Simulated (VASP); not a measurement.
Set up this calculation in VASP 6.6.1, as the native input.

```yaml
Task: single point
Functional: PBE
Potentials_or_basis: VASP PAW PBE potentials, release 64 (Ga_d, N)
Cutoff: 520 eV
k_mesh: 10 × 10 × 10
Occupations: fermi-dirac, width 0.02 eV
Spin: no spin polarisation
Dipole_correction: no
Further_INCAR_settings: ALGO = Normal; EDIFF = 1e-06; NBANDS = 16
```

The structure of GaN lies in POSCAR:

```
GaN
1.0
    0.0000000000      2.2489526240      2.2489526240
    2.1790101974      0.0000000000      2.2489526240
    2.1790101974      2.2489526240      0.0000000000
Ga N
1 1
Direct
    0.0000000000      0.0000000000      0.0000000000
    0.7500000000      0.7500000000      0.7500000000
```

This cell differs from its parent crystal: uniaxial x strain -3.1%.

These files were run (other wordings do the same):

INCAR

```
ALGO = Normal ; EDIFF = 1E-6
ENCUT = 520 ; GGA = PE
ISIF = 2 ; ISMEAR = -1
LASPH = T ; LCHARG = F
LREAL = F ; LWAVE = F
NBANDS = 16 ; NELM = 60
PREC = Accurate ; SIGMA = 0.02
```

KPOINTS

```
k-points
0
Gamma
  10 10 10
```

Potentials or basis: VASP PAW PBE potentials, release 64 (Ga_d, N).

The run is started by

```console
$ cat potpaw_PBE.64/Ga_d/POTCAR potpaw_PBE.64/N/POTCAR > POTCAR
$ mpirun -np 1 vasp_std > vasp.out
```

Results of the run:

* Pressure: 12.9 GPa
* Band gap on the k mesh: 1.87 eV, direct

Caveat: the cell differs from its parent crystal (uniaxial x strain -3.1%).

Run time: 14 s on 1 thread of Intel(R) Xeon(R) 6975P-C (Granite Rapids), with other jobs on the host, peak memory 0.16 GiB.
